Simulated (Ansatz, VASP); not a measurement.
# HC20: VASP beside Ansatz

The input INCAR:

```
SYSTEM = HC20
ALGO = Normal ; DIPOL = 0.5 0.5 0.305
EDIFF = 1E-7 ; ENCUT = 520
GGA = PE ; IDIPOL = 3
ISIF = 2 ; ISMEAR = 0
IVDW = 12 ; LASPH = .True.
LCHARG = .False. ; LDIPOL = .True.
LREAL = Auto ; LWAVE = .False.
NBANDS = 56 ; NELM = 80
PREC = Accurate ; SIGMA = 0.1
```

The input KPOINTS:

```
k-points
0
Gamma
  6 4 1
  0 0 0
```

Contents of POSCAR:

```
HC20
1.0
    4.9292027291      0.0000000000      0.0000000000
    0.0000000000      6.8054113579      0.0000000000
    0.0000000000      0.0000000000     22.2346643469
C H
20 1
Direct
    0.3122885183      0.2500141188      0.1798992752
    0.8122885183      0.2500141188      0.1798992752
    0.0622635010      0.2500141188      0.2119095571
    0.5622635010      0.2500141188      0.2119095571
    0.1871989222      0.7499858812      0.2279080302
    0.6871989222      0.7499858812      0.2279080302
    0.4371739048      0.7499858812      0.2599183120
    0.9371739048      0.7499858812      0.2599183120
    0.0621093260      0.2500141188      0.2759167852
    0.5621093260      0.2500141188      0.2759167852
    0.3120409925      0.2500133946      0.3071026518
    0.8120409925      0.2500133946      0.3071026518
    0.4371093881      0.7499905632      0.3309339292
    0.9371093881      0.7499905632      0.3309339292
    0.1866551682      0.7499900467      0.3565506911
    0.6866551682      0.7499900467      0.3565506911
    0.3119519864      0.2500147752      0.3740490919
    0.8119519864      0.2500147752      0.3740490919
    0.0621664184      0.2500173699      0.4018349100
    0.5621664184      0.2500173699      0.4018349100
    0.3954997517      0.2500173699      0.5502518120
```

Input for Ansatz:

```yaml
crystal:
  lattice:
    - [4.9292027291, 0.0, 0.0]
    - [0.0, 6.8054113579, 0.0]
    - [0.0, 0.0, 22.2346643469]
  atoms:
    - { symbol: C, position: [0.3122885183, 0.2500141188, 0.1798992752] }
    - { symbol: C, position: [0.8122885183, 0.2500141188, 0.1798992752] }
    - { symbol: C, position: [0.062263501, 0.2500141188, 0.2119095571] }
    - { symbol: C, position: [0.562263501, 0.2500141188, 0.2119095571] }
    - { symbol: C, position: [0.1871989222, 0.7499858812, 0.2279080302] }
    - { symbol: C, position: [0.6871989222, 0.7499858812, 0.2279080302] }
    - { symbol: C, position: [0.4371739048, 0.7499858812, 0.259918312] }
    - { symbol: C, position: [0.9371739048, 0.7499858812, 0.259918312] }
    - { symbol: C, position: [0.062109326, 0.2500141188, 0.2759167852] }
    - { symbol: C, position: [0.562109326, 0.2500141188, 0.2759167852] }
    - { symbol: C, position: [0.3120409925, 0.2500133946, 0.3071026518] }
    - { symbol: C, position: [0.8120409925, 0.2500133946, 0.3071026518] }
    - { symbol: C, position: [0.4371093881, 0.7499905632, 0.3309339292] }
    - { symbol: C, position: [0.9371093881, 0.7499905632, 0.3309339292] }
    - { symbol: C, position: [0.1866551682, 0.7499900467, 0.3565506911] }
    - { symbol: C, position: [0.6866551682, 0.7499900467, 0.3565506911] }
    - { symbol: C, position: [0.3119519864, 0.2500147752, 0.3740490919] }
    - { symbol: C, position: [0.8119519864, 0.2500147752, 0.3740490919] }
    - { symbol: C, position: [0.0621664184, 0.2500173699, 0.40183491] }
    - { symbol: C, position: [0.5621664184, 0.2500173699, 0.40183491] }
    - { symbol: H, position: [0.3954997517, 0.2500173699, 0.550251812] }
basis:
  ecutwfc: 420
kpoints:
  mp_grid: { grid: [6, 4, 1] }
hamiltonian:
  xc: pbe
  pseudopotentials: { kind: paw, azcp: { folder: soft_1 } }
  dispersion: d3bj
scf:
  occupations: { method: gaussian, width: 0.1 }
output:
  forces: true
  eigenvalues: true
efield:
  axis: 3
  dipole_correction: true
  ramp_width: 0.04
```

Alike in both runs: task single point; functional PBE; dispersion D3(BJ); k mesh 6 × 4 × 1; occupations gaussian, width 0.1 eV; no spin polarisation.

|  | VASP | Ansatz |
| --- | --- | --- |
| version | VASP 6.6.1 | Ansatz 0.2.0 |
| potentials or method | VASP PAW PBE potentials, release 64 (C, H), cutoff 520 eV | scalar-relativistic, plane waves, PAW |
| valence electrons in the cell | 81 | 81 |

VASP gave:

- gap on the k mesh at the Fermi level (eV): none
- rms of the force components (eV/Å): 1.106

Question: What did Ansatz give for the same quantities?

Answer: gap on the k mesh at the Fermi level (eV): none; rms of the force components (eV/Å): 1.114.

Atom by atom the forces differ by 0.013 eV/Å (rms over components). A gap of «none» marks a metal or a gap that the smearing closes. Ansatz's warnings: vacuum below fermi.
